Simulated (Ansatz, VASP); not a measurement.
# Sn: VASP beside Ansatz

File INCAR:

```
SYSTEM = Sn
  ALGO = Normal
  EDIFF = 1E-6
  EDIFFG = -0.005
  ENCUT = 600
  GGA = PS
  IBRION = 2
  ISIF = 3
  ISMEAR = -1
  LASPH = .TRUE.
  LCHARG = .FALSE.
  LREAL = .FALSE.
  LWAVE = .FALSE.
  NELM = 100
  NSW = 60
  PREC = Accurate
  SIGMA = 0.1
```

Contents of KPOINTS:

```
k-points
0
G
  13 13 7
  0 0 0
```

The input POSCAR:

```
Sn
1.0
    3.4175440961      0.0000000000      0.0000000000
   -1.7087720481      2.9596800058      0.0000000000
    0.0000000000      0.0000000000      5.5364214357
Sn
2
Direct
    0.3333333333      0.6666666667      0.2500000000
    0.6666666667      0.3333333333      0.7500000000
```

Input for Ansatz:

```yaml
crystal:
  lattice:
    - [3.4175440961, 0.0, 0.0]
    - [-1.7087720481, 2.9596800058, 0.0]
    - [0.0, 0.0, 5.5364214357]
  atoms:
    - { symbol: Sn, position: [0.3333333333, 0.6666666667, 0.25] }
    - { symbol: Sn, position: [0.6666666667, 0.3333333333, 0.75] }
kpoints:
  mp_grid: { grid: [13, 13, 7] }
scf:
  occupations: { method: fermi_dirac, width: 0.1 }
hamiltonian:
  xc: pbesol
  pseudopotentials: { kind: paw }
output:
  forces: true
  stress: true
relax:
  f_tol: 0.005
  max_steps: 40
  cell: {}
```

Alike in both runs: task relaxation of cell and atoms; functional PBEsol; k mesh 13 × 13 × 7; occupations fermi-dirac, width 0.1 eV; no spin polarisation.

|  | VASP | Ansatz |
| --- | --- | --- |
| version | VASP 6.6.1 | Ansatz 0.2.0 |
| potentials or method | VASP PAW PBE potentials, release 64 (Sn_d) | PAW with Ansatz's default frozen-core files, scalar-relativistic |
| plane-wave cutoff (eV) | 600 | 420 |
| valence electrons in the cell | 28 | 28 |

```tsv
	VASP	Ansatz	Ansatz less VASP
relaxed volume (Å³/atom)	26.26	26.26	-0.002
relaxed cell length with the largest relative difference (Å)	5.344	5.345	+0.0009
```

VASP's potentials were made for PBE, not for PBEsol.
